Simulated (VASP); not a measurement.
# MoS2 (P-3m1) in VASP: a series of runs

Runs on MoS2. Level: PBEsol. Tasks: single point.

Program: VASP 6.6.1. These are calculated values, not measurements. Logs are shortened: lines on timing, memory, paths and dates and some standing lists are left out, and cuts for length are marked.

### 1 The cell of the first run

It takes space group P-3m1 (No. 164, trigonal). The conventional cell has a = 3.120 Å, b = 3.120 Å, c = 19.258 Å, α = 90.00°, β = 90.00°, γ = 120.00°. Within 3.2 Å of Mo (site symmetry 3m) lie 6 S at 2.41 Å and 6 Mo at 3.12 Å. Within 3.2 Å of Mo (site symmetry -3m) lie 6 S at 2.41 Å and 6 Mo at 3.12 Å. Within 3.2 Å of S (site symmetry 3m) lie 3 Mo at 2.41 Å and 6 S at 3.12 Å. Within 3.2 Å of S (site symmetry 3m) lie 3 Mo at 2.41 Å and 6 S at 3.12 Å. S (site symmetry 3m) has 3 Mo at 2.41 Å and 6 S at 3.12 Å within 3.2 Å.

### 2 Single point, PBEsol (the distance across one plane changed)

Contents of INCAR:

```
  PREC = Accurate
  ENCUT = 520
  EDIFF = 1E-7
  ISMEAR = 0
  SIGMA = 0.15
  LREAL = F
  LASPH = T
  NELM = 80
  ALGO = Normal
  ISIF = 2
  LWAVE = F
  LCHARG = F
  GGA = PS
  NBANDS = 49
```

Contents of KPOINTS:

```
Automatic mesh
0
Gamma
  17 17 3
```

Contents of POSCAR:

```
MoS2
1.0
   -1.5602034497     -2.7023516451      0.0000000000
    1.5602034497     -2.7023516451      0.0000000000
    0.0000000000      0.0000000000     19.2580752127
Mo S
3 6
Direct
    0.3333333333      0.3333333333      0.1580280897
    0.6666666667      0.6666666667      0.4740526666
    0.0000000000      1.0000000000      0.7900772435
    1.0000000000      1.0000000000      0.5571892366
    0.3333333333      0.3333333333      0.8732138135
    0.6666666667      0.6666666667      0.2411646597
    1.0000000000      1.0000000000      0.0748915196
    0.3333333333      0.3333333333      0.3909160965
    0.6666666667      0.6666666667      0.7069406734
```

Potentials or basis: VASP PAW PBE potentials, release 64 (Mo_sv, S).

Command:

```sh
$ cat potpaw_PBE.64/Mo_sv/POTCAR potpaw_PBE.64/S/POTCAR > POTCAR
$ mpirun -np 1 vasp_std > vasp.out
```

OUTCAR:

```text
PREC = Accurate
   ENCUT = 520
   EDIFF = 1E-7
   ISMEAR = 0
   LREAL = F
   LASPH = T
   NELM = 80
   ISIF = 2
   GGA = PS

 ion  position               nearest neighbor table
   1  0.333  0.333  0.158-   6 2.41   6 2.41   6 2.41   7 2.41   7 2.41   7 2.41
   2  0.667  0.667  0.474-   4 2.41   4 2.41   4 2.41   8 2.41   8 2.41   8 2.41
   3  0.000  0.000  0.790-   5 2.41   5 2.41   5 2.41   9 2.41   9 2.41   9 2.41
   4  0.000  0.000  0.557-   2 2.41   2 2.41   2 2.41
   5  0.333  0.333  0.873-   3 2.41   3 2.41   3 2.41
   6  0.667  0.667  0.241-   1 2.41   1 2.41   1 2.41
   7  0.000  0.000  0.075-   1 2.41   1 2.41   1 2.41
   8  0.333  0.333  0.391-   2 2.41   2 2.41   2 2.41
   9  0.667  0.667  0.707-   3 2.41   3 2.41   3 2.41

  LATTYP: Found a hexagonal cell.
 ALAT       =     3.1204068995
 C/A-ratio  =     6.1716551184

  Lattice vectors:

 A1 = (  -1.5602034497,   2.7023516451,   0.0000000000)
 A2 = (  -1.5602034497,  -2.7023516451,   0.0000000000)
 A3 = (   0.0000000000,   0.0000000000,  19.2580752127)

Analysis of symmetry for initial positions (statically):
=====================================================================
 Subroutine PRICEL returns:
 Original cell was already a primitive cell.

 Routine SETGRP: Setting up the symmetry group for a
 hexagonal supercell.

 Subroutine GETGRP returns: Found 12 space group operations
 (whereof  6 operations were pure point group operations)
 out of a pool of 24 trial point group operations.

The static configuration has the point symmetry C_3v.
 The point group associated with its full space group is D_3d.

Analysis of symmetry for dynamics (positions and initial velocities):
=====================================================================
 Subroutine PRICEL returns:
 Original cell was already a primitive cell.

 Routine SETGRP: Setting up the symmetry group for a
 hexagonal supercell.

 Subroutine GETGRP returns: Found 12 space group operations
 (whereof  6 operations were pure point group operations)
 out of a pool of 24 trial point group operations.

The dynamic configuration has the point symmetry C_3v.
 The point group associated with its full space group is D_3d.

 Subroutine INISYM returns: Found 12 space group operations
 (whereof  6 operations are pure point group operations),
 and found     1 'primitive' translations
[... 112 lines left out ...]
   NSW    =      0    number of steps for IOM
   IBRION =     -1    ionic relax: 0-MD 1-quasi-New 2-CG
   NFREE  =      0    steps in history (QN), initial steepest desc. (CG)
   ISIF   =      2    stress and relaxation
   ISYM   =      2    0-nonsym 1-usesym 2-fastsym
   POTIM  = 0.5000    time-step for ionic-motion
   TEBEG  =    0.0;   TEEND  =   0.0 temperature during run
   PSTRESS=    0.0 pullay stress
   NELECT =      78.0000    total number of electrons
   NUPDOWN=      -1.0000    fix difference up-down
   EMIN   =  10.00;   EMAX   =-10.00  energy-range for DOS
   EFERMI =   0.00;   METHOD = LEGACY
   ISMEAR =     0;   SIGMA  =   0.15  broadening in eV -4-tet -1-fermi 0-gaus
   EFERMI_NEDOS =   21; number of points for ismear=-14 and -15
   IALGO  =     38    algorithm
   IMIX   =      4    mixing-type and parameters
     AMIX     =   0.40;   BMIX     =  1.00
     AMIX_MAG =   1.60;   BMIX_MAG =  1.00
  volume/ion in A,a.u.               =      18.04       121.76
  Fermi-wavevector in a.u.,A,eV,Ry     =   1.282088  2.422794 22.364559  1.643749
  Thomas-Fermi vector in A             =   2.414420
   LORBIT       =      0    0 simple, 1 ext, 2 COOP (PROOUT), +10 PAW based schemes
   GGA     = PS    functional components
   LHFCALC =     F    Hartree Fock is set to
   AEXX    =    0.0000 exact exchange contribution
   IVDW    =     0    specifies the selected vdW correction
   LEPSILON=     F    determine dielectric tensor
   LRPA    =     F    only Hartree local field effects (RPA)
 non-spin polarized calculation
 Gauss-broadening in eV      SIGMA  =   0.15
  energy-cutoff  :      520.00
  volume of cell :      162.39
 maximum number of plane-waves:      4402
   NGX = 11   NGY = 11   NGZ = 71

 number of electron      77.9999994 magnetization

 Free energy of the ion-electron system (eV)
  ---------------------------------------------------
  ext. energy  EPLUGINS =         0.00000000
  ---------------------------------------------------
  free energy    TOTEN  =       -67.90193264 eV

  energy without entropy =      -67.86923624  energy(sigma->0) =      -67.88558444

 E-fermi :   7.4550     XC(G=0): -10.8710

 val. band max:        7.4392479469   @ k =  -0.4118   0.2941   0.0000
 cond. band min:       7.4688890528   @ k =   0.4706   0.2353   0.3333
 fundamental gap:      0.0296411059
 Fermi energy:         7.4549917718

 k-point     1 :       0.0000    0.0000    0.0000
  band No.  band energies     occupation
      1     -54.1547      2.00000
      2     -54.1547      2.00000
      3     -54.1256      2.00000
      4     -28.2938      2.00000
      5     -28.2938      2.00000
      6     -28.2701      2.00000
[... 1237 lines left out ...]
     48       9.9808      0.00000
     49      11.0168      0.00000

 [... further k-points ...]

------------------------ aborting loop because EDIFF is reached ----------------------------------------

  FORCE on cell =-STRESS in cart. coord.  units (eV):
  Direction    XX          YY          ZZ          XY          YZ          ZX
  --------------------------------------------------------------------------------------
  -------------------------------------------------------------------------------------
  Total       -0.0503963     -0.0503963     -0.1936141      0.0000000      0.0000000      0.0000000
  in kB       -0.4972141     -0.4972141     -1.9102117      0.0000000      0.0000000      0.0000000
  external PRESSURE =      -0.9682133 kB  Pullay stress =       0.0000000 kB

 VOLUME and BASIS-vectors are now :
 -----------------------------------------------------------------------------
  energy-cutoff  :      520.00
  volume of cell :      162.39
      direct lattice vectors                 reciprocal lattice vectors
    -1.560203450 -2.702351645  0.000000000    -0.320471026 -0.185024033  0.000000000
     1.560203450 -2.702351645  0.000000000     0.320471026 -0.185024033  0.000000000
     0.000000000  0.000000000 19.258075213     0.000000000  0.000000000  0.051926269

 POSITION                                       TOTAL-FORCE (eV/Angst)
 -----------------------------------------------------------------------------------
      0.00000     -1.80157      3.04332         0.000000      0.000000     -0.040901
      0.00000     -3.60314      9.12934         0.000000      0.000000     -0.000000
      0.00000      0.00000     15.21537         0.000000     -0.000000      0.040901
      0.00000      0.00000     10.73039         0.000000      0.000000      0.005839
      0.00000     -1.80157     16.81642         0.000000      0.000000      0.013871
      0.00000     -3.60314      4.64437        -0.000000      0.000000      0.020494
      0.00000      0.00000      1.44227        -0.000000     -0.000000     -0.013871
      0.00000     -1.80157      7.52829         0.000000     -0.000000     -0.005839
      0.00000     -3.60314     13.61432         0.000000     -0.000000     -0.020494
 -----------------------------------------------------------------------------------
    total drift:                               -0.000000      0.000000     -0.000021

  FREE ENERGIE OF THE ION-ELECTRON SYSTEM (eV)
  ---------------------------------------------------
  free  energy   TOTEN  =       -67.9019326427 eV

  energy  without entropy=      -67.8692362444  energy(sigma->0) =      -67.88558444
```

stdout:

```text
POSCAR found type information on POSCAR MoS
 POSCAR found :  2 types and       9 ions
 scaLAPACK will be used
 -----------------------------------------------------------------------------
|                                                                             |
|                                                                             |
|     You enforced a specific xc type in the INCAR file but a different       |
|     I HOPE YOU KNOW WHAT YOU ARE DOING!                                     |
|                                                                             |
 -----------------------------------------------------------------------------

 LDA part: xc-table for (Slater+PW92), standard interpolation
 POSCAR, INCAR and KPOINTS ok, starting setup
 FFT: planning ... GRIDC
 FFT: planning ... GRID_SOFT
 FFT: planning ... GRID
 WAVECAR not read
 entering main loop
```

Wall time 13 min (1 thread of Intel Xeon Platinum 8488C (Sapphire Rapids), shared host); peak memory 0.61 GiB.

What came out:

| Item | Value |
| --- | --- |
| Free energy | -67.9019 eV |
| Pressure | -0.1 GPa |
| Largest force | 0.041 eV/Å |
| Band gap on the k mesh | zero (bands 39 and 40 overlap by 0.53 eV) |

Forces in eV/Å, atoms in the order of the input:
```
Mo   0.000  0.000 -0.041
Mo   0.000  0.000  0.000
Mo   0.000  0.000  0.041
S    0.000  0.000  0.006
S    0.000  0.000  0.014
S    0.000  0.000  0.020
S    0.000  0.000 -0.014
S    0.000  0.000 -0.006
S    0.000  0.000 -0.020
```

Levels at points of the mesh, in eV from the Fermi level:
| k point | band 37 | band 38 | band 39 | band 40 | band 41 | band 42 |
| --- | --- | --- | --- | --- | --- | --- |
| (0.00, 0.00, 0.00) | -0.80 | -0.69 | -0.39 | -0.03 | -0.03 | 0.02 |

Caveat: the cell differs from its parent crystal (the distance across one plane changed); the PAW data sets were made with another functional, which shifts forces and pressure a little; this functional lacks dispersion, which binds the layers, so the pressure and a relaxed spacing across them are unreliable.

### 3 Single point, PBEsol (the distance across one plane changed)

Contents of INCAR:

```
PREC     = Accurate       # precision mode
ENCUT    = 520            # plane-wave cutoff, eV
EDIFF    = 1E-7           # SCF threshold, eV
ISMEAR   = 0              # smearing method
SIGMA    = 0.15           # smearing width, eV
LREAL    = False          # projectors in reciprocal space
LASPH    = True           # aspherical terms in the spheres
NELM     = 60             # most SCF steps
ALGO     = Normal         # electronic algorithm
ISIF     = 2              # what is computed and relaxed
LWAVE    = False          # write WAVECAR
LCHARG   = False          # write CHGCAR
GGA      = PS             # functional
NBANDS   = 49             # bands
```

KPOINTS is that of step 2.

Contents of POSCAR:

```
MoS2
1.0
   -1.5602034497     -2.7023516451      0.0000000000
    1.5602034497     -2.7023516451      0.0000000000
    0.0000000000      0.0000000000     19.0080752127
Mo S
3 6
Direct
    0.3333333333      0.3333333333      0.1601065233
    0.6666666667      0.6666666667      0.4802875518
    0.0000000000      1.0000000000      0.8004685802
    1.0000000000      1.0000000000      0.5645175593
    0.3333333333      0.3333333333      0.8846985878
    0.6666666667      0.6666666667      0.2443365309
    1.0000000000      1.0000000000      0.0758765157
    0.3333333333      0.3333333333      0.3960575442
    0.6666666667      0.6666666667      0.7162385727
```

Potentials or basis: VASP PAW PBE potentials, release 64 (Mo_sv, S).

Command:

```sh
$ cat potpaw_PBE.64/Mo_sv/POTCAR potpaw_PBE.64/S/POTCAR > POTCAR
$ mpirun -np 1 vasp_std > vasp.out
```

Run time: 18 min. Hardware: 1 thread of Intel Xeon 8259CL, shared host; peak memory 0.62 GiB.

The run converged. Its results:

| Property | Result |
| --- | --- |
| Free energy | -67.9123 eV |
| Pressure | -0.1 GPa |
| Largest force | 0.041 eV/Å |
| Band gap on the k mesh | zero (bands 39 and 40 overlap by 0.54 eV) |

Forces in eV/Å, atoms in the order of the input:
```
Mo   0.000  0.000 -0.041
Mo   0.000  0.000  0.000
Mo   0.000  0.000  0.041
S    0.000  0.000  0.005
S    0.000  0.000  0.026
S    0.000  0.000  0.019
S    0.000  0.000 -0.026
S    0.000  0.000 -0.005
S    0.000  0.000 -0.019
```

Stress tensor (GPa, compression positive):
```
-0.04  0.00  0.00
 0.00 -0.04  0.00
 0.00  0.00 -0.24
```

Levels at points of the mesh, in eV from the Fermi level:
| k point | band 36 | band 37 | band 38 | band 39 | band 40 | band 41 | band 42 | band 43 |
| --- | --- | --- | --- | --- | --- | --- | --- | --- |
| (0.00, 0.00, 0.00) | -0.80 | -0.80 | -0.65 | -0.39 | -0.03 | -0.03 | 0.01 | 0.01 |

Caveat: the cell differs from its parent crystal (the distance across one plane changed); the PAW data sets were made with another functional, which shifts forces and pressure a little; this functional lacks dispersion, which binds the layers, so the pressure and a relaxed spacing across them are unreliable.

### 4 Single point, PBEsol (the distance across one plane changed)

Contents of INCAR:

```
PREC = Accurate ; ENCUT = 520
EDIFF = 1E-7 ; ISMEAR = 0
SIGMA = 0.15 ; LREAL = False
LASPH = True ; NELM = 60
ALGO = Normal ; ISIF = 2
LWAVE = False ; LCHARG = True
GGA = PS ; LELF = True
LVHAR = True ; NBANDS = 49
```

Contents of KPOINTS:

```
regular mesh
0
Gamma
  17 17 3
```

Contents of POSCAR:

```
MoS2
1.0
   -1.5602034497     -2.7023516451      0.0000000000
    1.5602034497     -2.7023516451      0.0000000000
    0.0000000000      0.0000000000     21.2580752127
Mo S
3 6
Direct
    0.3333333333      0.3333333333      0.1431605075
    0.6666666667      0.6666666667      0.4294528934
    0.0000000000      1.0000000000      0.7157452792
    1.0000000000      1.0000000000      0.5047678174
    0.3333333333      0.3333333333      0.7910602032
    0.6666666667      0.6666666667      0.2184754315
    1.0000000000      1.0000000000      0.0678455835
    0.3333333333      0.3333333333      0.3541379694
    0.6666666667      0.6666666667      0.6404303552
```

Command:

```sh
$ cat potpaw_PBE.64/Mo_sv/POTCAR potpaw_PBE.64/S/POTCAR > POTCAR
$ mpirun -np 1 vasp_std > vasp.out
```

Run time: 11 min. Hardware: 1 thread of Intel Xeon Platinum 8488C (Sapphire Rapids), shared host; peak memory 0.68 GiB.

Results (log left out):

```
Free energy            : -67.8826 eV
Pressure               : -0.1 GPa
Largest force          : 0.037 eV/Å
Band gap on the k mesh : zero (bands 39 and 40 overlap by 0.50 eV)
```

Forces on the atoms (eV/Å):
```
Mo   0.000  0.000 -0.037
Mo   0.000  0.000  0.000
Mo   0.000  0.000  0.037
S    0.000  0.000  0.007
S    0.000  0.000 -0.015
S    0.000  0.000  0.022
S    0.000  0.000  0.015
S    0.000  0.000 -0.007
S    0.000  0.000 -0.022
```

Levels at points of the mesh, in eV from the Fermi level:
| k point | band 36 | band 37 | band 38 | band 39 | band 40 | band 41 | band 42 | band 43 |
| --- | --- | --- | --- | --- | --- | --- | --- | --- |
| (0.00, 0.00, 0.00) | -0.80 | -0.80 | -0.78 | -0.38 | -0.03 | -0.03 | 0.02 | 0.02 |

Caveat: the cell differs from its parent crystal (the distance across one plane changed); the PAW data sets were made with another functional, which shifts forces and pressure a little.

### 5 The runs side by side

| cell | gap on the mesh (eV) | pressure (GPa) | largest force (eV/Å) |
| --- | --- | --- | --- |
| a = 3.120, b = 3.120, c = 19.258 Å, angles 90.0, 90.0, 60.0°, 9 atoms | none | -0.1 | 0.04 |
| a = 3.120, b = 3.120, c = 19.008 Å, angles 90.0, 90.0, 60.0°, 9 atoms | none | -0.1 | 0.04 |
| a = 3.120, b = 3.120, c = 21.258 Å, angles 90.0, 90.0, 60.0°, 9 atoms | none | -0.1 | 0.04 |

Alike in all rows: task single point; level PBEsol; potentials or basis VASP PAW PBE potentials, release 64 (Mo_sv, S); no spin polarisation; k mesh 17 × 17 × 3; cutoff (eV) 520; smearing gaussian 0.15 eV.

Caveats: the PAW data sets were made with another functional, which shifts forces and pressure a little; this functional lacks dispersion, which binds the layers, so the pressure and a relaxed spacing across them are unreliable (at least some runs).

Total energies depend on the potentials used, so only differences within one code and one set of settings carry meaning.
